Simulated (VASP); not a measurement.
Set up this calculation in VASP 6.6.1, as the native input.

| Quantity | Value |
| --- | --- |
| Task | single point |
| Functional | PBE |
| Potentials or basis | VASP PAW PBE potentials, release 64 (Sb, Ga_d) |
| Cutoff | 520 eV |
| k mesh | 9 × 9 × 9 |
| Occupations | fermi-dirac, width 0.1 eV |
| Spin | no spin polarisation |
| Dipole correction | no |
| Further INCAR settings | ALGO = Normal; EDIFF = 1e-06; NBANDS = 16 |

The structure of GaSb lies in POSCAR:

```
GaSb
1.0
    0.0000000000      3.0590000000      3.0590000000
    3.0590000000      0.0000000000      3.0590000000
    3.0590000000      3.0590000000      0.0000000000
Sb Ga
1 1
Direct
    0.7500000000      0.7500000000      0.7500000000
    0.0000000000      0.0000000000      0.0000000000
```

The input as run:

INCAR

```
PREC     = Accurate       # precision mode
ENCUT    = 520            # plane-wave cutoff, eV
EDIFF    = 1E-6           # SCF threshold, eV
ISMEAR   = -1             # smearing method
SIGMA    = 0.1            # smearing width, eV
LREAL    = False          # projectors in reciprocal space
LASPH    = True           # aspherical terms in the spheres
NELM     = 80             # most SCF steps
ALGO     = Normal         # electronic algorithm
ISIF     = 2              # what is computed and relaxed
LWAVE    = False          # write WAVECAR
LCHARG   = False          # write CHGCAR
GGA      = PE             # functional
NBANDS   = 16             # bands
```

KPOINTS

```
regular mesh
0
Gamma
  9 9 9
```

Potentials or basis: VASP PAW PBE potentials, release 64 (Sb, Ga_d).

Launch:

```bash
$ cat potpaw_PBE.64/Sb/POTCAR potpaw_PBE.64/Ga_d/POTCAR > POTCAR
$ mpirun -np 1 vasp_std > vasp.out
```

Results of the run:

The pressure is 2.4 GPa.

Wall time 32 s on 1 thread of Intel Xeon 8259CL, with other jobs on the host, peak memory 0.19 GiB.
